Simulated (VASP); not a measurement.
# Na4ScNbSi3O12 (R3c) in VASP: electric field gradients with PBE

Aim: the electric field gradients of Na4ScNbSi3O12 with PBE.

All numbers are computed with VASP 6.6.1; they aren't measurements. Logs are shortened: lines on timing, memory, paths and dates and some standing lists are left out, and cuts for length are marked.

## 1. The cell of the first run

It takes space group R3c (No. 161, trigonal). The conventional cell has a = 9.217 Å, b = 9.217 Å, c = 22.442 Å, α = 90.00°, β = 90.00°, γ = 120.00°. Na (site symmetry 1) has 8 O at 2.43 to 3.03 Å and 3 Si at 3.05 to 3.17 Å and 1 Sc at 3.16 Å within 3.2 Å. Within 3.3 Å of Na (site symmetry 3) lie 6 O at 2.49 to 2.63 Å and 1 Sc at 3.22 Å. Within 2.7 Å of Sc (site symmetry 3) lie 6 O at 2.03 to 2.16 Å. Nb (site symmetry 3) has 6 O at 1.98 to 2.07 Å within 2.6 Å. Si (site symmetry 1) has 4 O at 1.61 to 1.69 Å within 2.1 Å. O (site symmetry 1) has 1 Si at 1.61 Å and 1 Sc at 2.03 Å within 2.1 Å. Within 2.3 Å of O (site symmetry 1) lie 1 Si at 1.69 Å and 1 Nb at 1.98 Å. Within 2.2 Å of O (site symmetry 1) lie 1 Si at 1.62 Å and 1 Sc at 2.16 Å.

## 2. Electric field gradients, PBE

INCAR reads:

```
SYSTEM = Na4ScNbSi3O12
PREC = Accurate
ENCUT = 520
EDIFF = 1E-8
ISMEAR = -1
SIGMA = 0.02
LREAL = Auto
LASPH = .TRUE.
NELM = 100
ALGO = Normal
ISIF = 2
LWAVE = .FALSE.
LCHARG = .FALSE.
GGA = PE
LEFG = .TRUE.
NBANDS = 163
```

KPOINTS reads:

```
regular mesh
0
G
  3 3 3
  0 0 0
```

POSCAR reads:

```
Na4ScNbSi3O12
1.0
    4.6083451247      2.6606292983      7.4806658200
   -4.6083451247      2.6606292983      7.4806658200
    0.0000000000     -5.3212585965      7.4806658200
Na Sc Nb Si O
8 2 2 6 24
Direct
    0.8851122600      0.6215291800      0.2342844000
    0.6215291800      0.2342844000      0.8851122600
    0.2342844000      0.8851122600      0.6215291800
    0.3851122600      0.7342844000      0.1215291800
    0.7342844000      0.1215291800      0.3851122600
    0.1215291800      0.3851122600      0.7342844000
    0.4949106100      0.4949106100      0.4949106100
    0.9949106100      0.9949106100      0.9949106100
    0.3515470400      0.3515470400      0.3515470400
    0.8515470400      0.8515470400      0.8515470400
    0.6466820000      0.6466820000      0.6466820000
    0.1466820000      0.1466820000      0.1466820000
    0.5444663700      0.9575549400      0.2533996600
    0.9575549400      0.2533996600      0.5444663700
    0.2533996600      0.5444663700      0.9575549400
    0.0444663700      0.7533996600      0.4575549400
    0.7533996600      0.4575549400      0.0444663700
    0.4575549400      0.0444663700      0.7533996600
    0.5182703000      0.1287150900      0.2833940500
    0.1287150900      0.2833940500      0.5182703000
    0.2833940500      0.5182703000      0.1287150900
    0.0182703000      0.7833940500      0.6287150900
    0.7833940500      0.6287150900      0.0182703000
    0.6287150900      0.0182703000      0.7833940500
    0.4959809000      0.8595903300      0.7226038000
    0.8595903300      0.7226038000      0.4959809000
    0.7226038000      0.4959809000      0.8595903300
    0.9959809000      0.2226038000      0.3595903300
    0.2226038000      0.3595903300      0.9959809000
    0.3595903300      0.9959809000      0.2226038000
    0.4248926700      0.2258252800      0.5871759200
    0.2258252800      0.5871759200      0.4248926700
    0.5871759200      0.4248926700      0.2258252800
    0.9248926700      0.0871759200      0.7258252800
    0.0871759200      0.7258252800      0.9248926700
    0.7258252800      0.9248926700      0.0871759200
    0.5554979400      0.7754944800      0.4330727700
    0.7754944800      0.4330727700      0.5554979400
    0.4330727700      0.5554979400      0.7754944800
    0.0554979400      0.9330727700      0.2754944800
    0.9330727700      0.2754944800      0.0554979400
    0.2754944800      0.0554979400      0.9330727700
```

Potentials or basis: VASP PAW PBE potentials, release 64 (Na_pv, Sc_sv, Nb_sv, Si, O).

Run with:

```sh
> cat potpaw_PBE.64/Na_pv/POTCAR potpaw_PBE.64/Sc_sv/POTCAR potpaw_PBE.64/Nb_sv/POTCAR potpaw_PBE.64/Si/POTCAR potpaw_PBE.64/O/POTCAR > POTCAR
> mpirun -np 1 vasp_std > vasp.out
```

OUTCAR:

```text
SYSTEM = Na4ScNbSi3O12
   PREC = Accurate
   ENCUT = 520
   EDIFF = 1E-8
   ISMEAR = -1
   LREAL = Auto
   LASPH = .TRUE.
   NELM = 100
   ISIF = 2
   GGA = PE

 ion  position               nearest neighbor table
   1  0.885  0.622  0.234-
   2  0.622  0.234  0.885-
   3  0.234  0.885  0.622-
   4  0.385  0.734  0.122-
   5  0.734  0.122  0.385-
   6  0.122  0.385  0.734-
   7  0.495  0.495  0.495-
   8  0.995  0.995  0.995-
   9  0.352  0.352  0.352-  21 2.03  19 2.03  20 2.03  31 2.16  32 2.16  33 2.16
  10  0.852  0.852  0.852-  22 2.03  24 2.03  23 2.03  36 2.16  35 2.16  34 2.16
  11  0.647  0.647  0.647-  27 1.98  25 1.98  26 1.98  37 2.07  38 2.07  39 2.07
  12  0.147  0.147  0.147-  28 1.98  30 1.98  29 1.98  42 2.07  41 2.07  40 2.07
  13  0.544  0.958  0.253-  19 1.61  36 1.62  37 1.67  30 1.69
  14  0.958  0.253  0.544-  20 1.61  34 1.62  38 1.67  28 1.69
  15  0.253  0.544  0.958-  21 1.61  35 1.62  39 1.67  29 1.69
  16  0.044  0.753  0.458-  22 1.61  32 1.62  40 1.67  26 1.69
  17  0.753  0.458  0.044-  23 1.61  33 1.62  41 1.67  27 1.69
[... 23 lines left out ...]
  41  0.933  0.275  0.055-  17 1.67  12 2.07
  42  0.275  0.055  0.933-  18 1.67  12 2.07

  LATTYP: Found a trigonal (rhomboedric) cell.
 ALAT       =     9.1802044728
 COS(alpha) =     0.4960177051

  Lattice vectors:

 A1 = (   4.6083451247,   2.6606292983,   7.4806658200)
 A2 = (  -4.6083451247,   2.6606292983,   7.4806658200)
 A3 = (   0.0000000000,  -5.3212585965,   7.4806658200)

Analysis of symmetry for initial positions (statically):
=====================================================================
 Subroutine PRICEL returns:
 Original cell was already a primitive cell.

 Routine SETGRP: Setting up the symmetry group for a
 trigonal (rhombohedral) supercell.

 Subroutine GETGRP returns: Found  6 space group operations
 (whereof  3 operations were pure point group operations)
 out of a pool of 12 trial point group operations.

The static configuration has the point symmetry C_3 .
 The point group associated with its full space group is C_3v.

Analysis of symmetry for dynamics (positions and initial velocities):
=====================================================================
 Subroutine PRICEL returns:
 Original cell was already a primitive cell.

 Routine SETGRP: Setting up the symmetry group for a
 trigonal (rhombohedral) supercell.

 Subroutine GETGRP returns: Found  6 space group operations
 (whereof  3 operations were pure point group operations)
 out of a pool of 12 trial point group operations.

The dynamic configuration has the point symmetry C_3 .
 The point group associated with its full space group is C_3v.

 Subroutine INISYM returns: Found  6 space group operations
 (whereof  3 operations are pure point group operations),
 and found     1 'primitive' translations

----------------------------------------------------------------------------------------

                                     Primitive cell

  volume of cell :     550.3271

  direct lattice vectors                    reciprocal lattice vectors
     4.608345125  2.660629298  7.480665820     0.108498818  0.062641822  0.044559313
    -4.608345125  2.660629298  7.480665820    -0.108498818  0.062641822  0.044559313
     0.000000000 -5.321258596  7.480665820     0.000000000 -0.125283644  0.044559313

  length of vectors
     9.180204473  9.180204473  9.180204473     0.132971891  0.132971891  0.132971891

  position of ions in fractional coordinates (direct lattice)
     0.885112260  0.621529180  0.234284400
     0.621529180  0.234284400  0.885112260
[... 136 lines left out ...]
   ENCUT  =  520.0 eV  38.22 Ry    6.18 a.u.  17.07 17.07 17.07*2*pi/ulx,y,z
   NELM   =    100;   NELMIN=  2; NELMDL= -5     # of ELM steps
   EDIFF  = 0.1E-07   stopping-criterion for ELM
   LREAL  =      T    real-space projection
   EDIFFG = 0.1E-06   stopping-criterion for IOM
   NSW    =      0    number of steps for IOM
   IBRION =     -1    ionic relax: 0-MD 1-quasi-New 2-CG
   NFREE  =      0    steps in history (QN), initial steepest desc. (CG)
   ISIF   =      2    stress and relaxation
   ISYM   =      2    0-nonsym 1-usesym 2-fastsym
   POTIM  = 0.5000    time-step for ionic-motion
   TEBEG  =    0.0;   TEEND  =   0.0 temperature during run
   PSTRESS=    0.0 pullay stress
   NELECT =     272.0000    total number of electrons
   NUPDOWN=      -1.0000    fix difference up-down
   EMIN   =  10.00;   EMAX   =-10.00  energy-range for DOS
   EFERMI =   0.00;   METHOD = LEGACY
   ISMEAR =    -1;   SIGMA  =   0.02  broadening in eV -4-tet -1-fermi 0-gaus
   EFERMI_NEDOS =   21; number of points for ismear=-14 and -15
   IALGO  =     38    algorithm
   IMIX   =      4    mixing-type and parameters
     AMIX     =   0.40;   BMIX     =  1.00
     AMIX_MAG =   1.60;   BMIX_MAG =  1.00
  volume/ion in A,a.u.               =      13.10        88.42
  Fermi-wavevector in a.u.,A,eV,Ry     =   1.294367  2.445999 22.795018  1.675387
  Thomas-Fermi vector in A             =   2.425954
   LORBIT       =      0    0 simple, 1 ext, 2 COOP (PROOUT), +10 PAW based schemes
   GGA     = PE    functional components
   LHFCALC =     F    Hartree Fock is set to
   AEXX    =    0.0000 exact exchange contribution
   IVDW    =     0    specifies the selected vdW correction
   LEPSILON=     F    determine dielectric tensor
   LRPA    =     F    only Hartree local field effects (RPA)
 non-spin polarized calculation
  energy-cutoff  :      520.00
  volume of cell :      550.33
 maximum number of plane-waves:     14829
 NGX is ok and might be reduce to    70
   NGX = 35   NGY = 35   NGZ = 35

 number of electron     272.0000017 magnetization

 Free energy of the ion-electron system (eV)
  ---------------------------------------------------
  ext. energy  EPLUGINS =         0.00000000
  ---------------------------------------------------
  free energy    TOTEN  =      -305.25800331 eV

  energy without entropy =     -305.25800331  energy(sigma->0) =     -305.25800331

 E-fermi :   2.4477     XC(G=0):  -9.4777

 val. band max:        1.8654156466   @ k =   0.0000   0.0000   0.0000
 cond. band min:       4.5150225949   @ k =   0.0000   0.0000   0.0000
 fundamental gap:      2.6496069483
 Fermi energy:         2.4477381694

 k-point     1 :       0.0000    0.0000    0.0000
  band No.  band energies     occupation
      1     -53.9249      2.00000
      2     -53.9249      2.00000
      3     -45.1109      2.00000
      4     -45.1109      2.00000
      5     -29.9734      2.00000
      6     -29.9730      2.00000
[... 895 lines left out ...]
    147       7.5112      0.00000
    148       7.5305      0.00000
 [bands above 148 left out]

------------------------ aborting loop because EDIFF is reached ----------------------------------------

  FORCE on cell =-STRESS in cart. coord.  units (eV):
  Direction    XX          YY          ZZ          XY          YZ          ZX
  --------------------------------------------------------------------------------------
  -------------------------------------------------------------------------------------
  Total       -6.1681674     -6.1681674     -6.2500190      0.0000000     -0.0000000      0.0000000
  in kB      -17.9574996    -17.9574996    -18.1957956      0.0000000     -0.0000000      0.0000000
  external PRESSURE =     -18.0369316 kB  Pullay stress =       0.0000000 kB

 VOLUME and BASIS-vectors are now :
 -----------------------------------------------------------------------------
  energy-cutoff  :      520.00
  volume of cell :      550.33
      direct lattice vectors                 reciprocal lattice vectors
     4.608345125  2.660629298  7.480665820     0.108498818  0.062641822  0.044559313
    -4.608345125  2.660629298  7.480665820    -0.108498818  0.062641822  0.044559313
     0.000000000 -5.321258596  7.480665820     0.000000000 -0.125283644  0.044559313

 POSITION                                       TOTAL-FORCE (eV/Angst)
 -----------------------------------------------------------------------------------
      1.21468      2.76193     13.02328         0.005524      0.011849     -0.088411
      1.78456     -2.43291     13.02328         0.007499     -0.010708     -0.088411
     -2.99924     -0.32902     13.02328        -0.013023     -0.001140     -0.088411
     -1.60911      2.33161      9.28295         0.013023     -0.001140     -0.088411
      2.82379      0.22772      9.28295        -0.007499     -0.010708     -0.088411
     -1.21468     -2.55933      9.28295        -0.005524      0.011849     -0.088411
[... 34 lines left out ...]
      3.03035      2.92023      9.45605         0.303523     -0.006357      0.178471
      1.01382     -4.08447      9.45605        -0.157267     -0.259680      0.178471
 -----------------------------------------------------------------------------------
    total drift:                                0.000000     -0.000000     -0.012587

  FREE ENERGIE OF THE ION-ELECTRON SYSTEM (eV)
  ---------------------------------------------------
  free  energy   TOTEN  =      -305.2580033136 eV

  energy  without entropy=     -305.2580033136  energy(sigma->0) =     -305.25800331

 Electric field gradients (V/A^2)
---------------------------------------------------------------------
 ion       V_xx      V_yy      V_zz      V_xy      V_xz      V_yz
---------------------------------------------------------------------
   1       2.313    -8.540     6.227     3.208    -1.700     4.693
   2      -8.605     2.378     6.227     3.095     4.914    -0.874
   3      -3.048    -3.179     6.227    -6.304    -3.214    -3.819
   4      -3.048    -3.179     6.227     6.304     3.214    -3.819
   5      -8.605     2.378     6.227    -3.095    -4.914    -0.874
   6       2.313    -8.540     6.227    -3.208     1.700     4.693
[... 34 lines left out ...]
  41      51.900   -27.926   -23.974    -5.607    18.707    -2.312
  42      -3.113    27.088   -23.974    37.369   -11.356   -15.044
---------------------------------------------------------------------

 Electric field gradients after diagonalization (V/A^2)
 (convention: |V_zz| > |V_xx| > |V_yy|)
----------------------------------------------------------------------
 ion       V_xx      V_yy      V_zz     asymmetry (V_yy - V_xx)/ V_zz
----------------------------------------------------------------------
   1       7.708     3.158   -10.867       0.419
   2       7.708     3.158   -10.867       0.419
   3       7.708     3.158   -10.867       0.419
   4       7.708     3.158   -10.867       0.419
   5       7.708     3.158   -10.867       0.419
   6       7.708     3.158   -10.867       0.419
[... 34 lines left out ...]
  41     -29.319   -27.366    56.685       0.034
  42     -29.319   -27.366    56.685       0.034
----------------------------------------------------------------------

           NMR quadrupolar parameters

 Cq : quadrupolar parameter    Cq=e*Q*V_zz/h
 eta: asymmetry parameters     (V_yy - V_xx)/ V_zz
 Q  : nuclear electric quadrupole moment in mb (millibarn)
----------------------------------------------------------------------
 ion       Cq(MHz)       eta       Q (mb)
----------------------------------------------------------------------
   1      -0.026       0.419       1.000
   2      -0.026       0.419       1.000
   3      -0.026       0.419       1.000
   4      -0.026       0.419       1.000
   5      -0.026       0.419       1.000
   6      -0.026       0.419       1.000
[... 34 lines left out ...]
  41       0.137       0.034       1.000
  42       0.137       0.034       1.000
----------------------------------------------------------------------
```

Wall time 21 min (1 thread of Intel Xeon 6975P-C (Granite Rapids), shared host); peak memory 0.92 GiB.

What came out:

```yaml
Free_energy: -305.2580 eV
Pressure: -1.8 GPa
Largest_force: 0.519 eV/Å
Band_gap_on_the_k_mesh: 2.65 eV, direct
```

Forces in eV/Å, atoms in the order of the input:
```
Na   0.006  0.012 -0.088
Na   0.007 -0.011 -0.088
Na  -0.013 -0.001 -0.088
Na   0.013 -0.001 -0.088
Na  -0.007 -0.011 -0.088
Na  -0.006  0.012 -0.088
Na   0.000  0.000 -0.002
Na   0.000  0.000 -0.002
Sc   0.000  0.000  0.055
Sc   0.000  0.000  0.055
Nb   0.000  0.000  0.146
Nb   0.000  0.000  0.146
Si  -0.022  0.074  0.063
Si   0.075 -0.018  0.063
Si  -0.053 -0.056  0.063
Si   0.053 -0.056  0.063
Si  -0.075 -0.018  0.063
Si   0.022  0.074  0.063
O    0.072 -0.150 -0.037
O   -0.166  0.013 -0.037
O    0.094  0.137 -0.037
O   -0.094  0.137 -0.037
O    0.166  0.013 -0.037
O   -0.072 -0.150 -0.037
O    0.434  0.126 -0.255
O   -0.108 -0.439 -0.255
O   -0.326  0.313 -0.255
O    0.326  0.313 -0.255
O    0.108 -0.439 -0.255
O   -0.434  0.126 -0.255
O    0.013 -0.066  0.073
O   -0.063  0.022  0.073
O    0.051  0.044  0.073
O   -0.051  0.044  0.073
O    0.063  0.022  0.073
O   -0.013 -0.066  0.073
O    0.157 -0.260  0.178
O   -0.304 -0.006  0.178
O    0.146  0.266  0.178
O   -0.146  0.266  0.178
O    0.304 -0.006  0.178
O   -0.157 -0.260  0.178
```

Electric field gradients, principal values (V/Å²):
```
 atom    least   middle  greatest (by size)
 1 Na    3.158    7.708             -10.867
 2 Na    3.158    7.708             -10.867
 3 Na    3.158    7.708             -10.867
 4 Na    3.158    7.708             -10.867
 5 Na    3.158    7.708             -10.867
 6 Na    3.158    7.708             -10.867
 7 Na    6.013    6.013             -12.027
 8 Na    6.013    6.013             -12.027
 9 Sc  -12.586  -12.586              25.173
10 Sc  -12.586  -12.586              25.173
11 Nb   -5.462   -5.462              10.924
12 Nb   -5.462   -5.462              10.924
13 Si   -3.830  -25.486              29.316
14 Si   -3.830  -25.486              29.316
15 Si   -3.830  -25.486              29.316
16 Si   -3.830  -25.486              29.316
17 Si   -3.830  -25.486              29.316
18 Si   -3.830  -25.486              29.316
 19 O  -15.112  -28.310              43.422
 20 O  -15.112  -28.310              43.422
 21 O  -15.112  -28.310              43.422
 22 O  -15.112  -28.310              43.422
 23 O  -15.112  -28.310              43.422
 24 O  -15.112  -28.310              43.422
 25 O  -25.596  -29.122              54.717
 26 O  -25.596  -29.122              54.717
 27 O  -25.596  -29.122              54.717
 28 O  -25.596  -29.122              54.717
 29 O  -25.596  -29.122              54.717
 30 O  -25.596  -29.122              54.717
 31 O  -16.051  -35.379              51.431
 32 O  -16.051  -35.379              51.431
 33 O  -16.051  -35.379              51.431
 34 O  -16.051  -35.379              51.431
 35 O  -16.051  -35.379              51.431
 36 O  -16.051  -35.379              51.431
 37 O  -27.366  -29.319              56.685
 38 O  -27.366  -29.319              56.685
 39 O  -27.366  -29.319              56.685
 40 O  -27.366  -29.319              56.685
 41 O  -27.366  -29.319              56.685
 42 O  -27.366  -29.319              56.685
```

Caveat: without QUAD_EFG the Cq values of the log hold for a quadrupole moment of 1 mb, not for the nuclei. A k mesh can miss the band edges.
